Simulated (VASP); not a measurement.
Here is a VASP 6.6.1 calculation.

The input INCAR:

```
SYSTEM = InSb
ALGO     = Normal         ! electronic algorithm
EDIFF    = 1E-8           ! SCF threshold, eV
ENCUT    = 520            ! plane-wave cutoff, eV
GGA      = CA             ! functional
IBRION   = 8              ! ionic algorithm
ISIF     = 2              ! what is computed and relaxed
ISMEAR   = -1             ! smearing method
LASPH    = .True.         ! aspherical terms in the spheres
LCHARG   = .True.         ! write CHGCAR
LREAL    = .False.        ! projectors in reciprocal space
LWAVE    = .False.        ! write WAVECAR
NBANDS   = 16             ! bands
NELM     = 60             ! most SCF steps
NSW      = 1              ! ionic steps
PREC     = Accurate       ! precision mode
SIGMA    = 0.05           ! smearing width, eV
```

The input KPOINTS:

```
k-points
0
Gamma
  10 10 10
  0 0 0
```

Contents of POSCAR:

```
InSb
1.0
    0.0000000000      3.2251331680      3.2251331680
    3.2251331680      0.0000000000      3.2251331680
    3.2251331680      3.2251331680      0.0000000000
In Sb
1 1
Direct
    0.0000000000      0.0000000000      0.0000000000
    0.7500000000      0.7500000000      0.7500000000
```

Potentials or basis: VASP PAW LDA potentials, release 64 (In_d, Sb).

Command:

```sh
$ cat potpaw_LDA.64/In_d/POTCAR potpaw_LDA.64/Sb/POTCAR > POTCAR
$ mpirun -np 1 vasp_std > vasp.out
```

**Question.** What does it give for the highest phonon frequency at Γ, LO-TO splitting left out?

**Answer.** 179 cm⁻¹.

Phonon frequencies in cm⁻¹ (negative: imaginary):
| q point | frequencies |
| --- | --- |
| (0.000, 0.000, 0.000) | 0 0 0 179 179 179 |
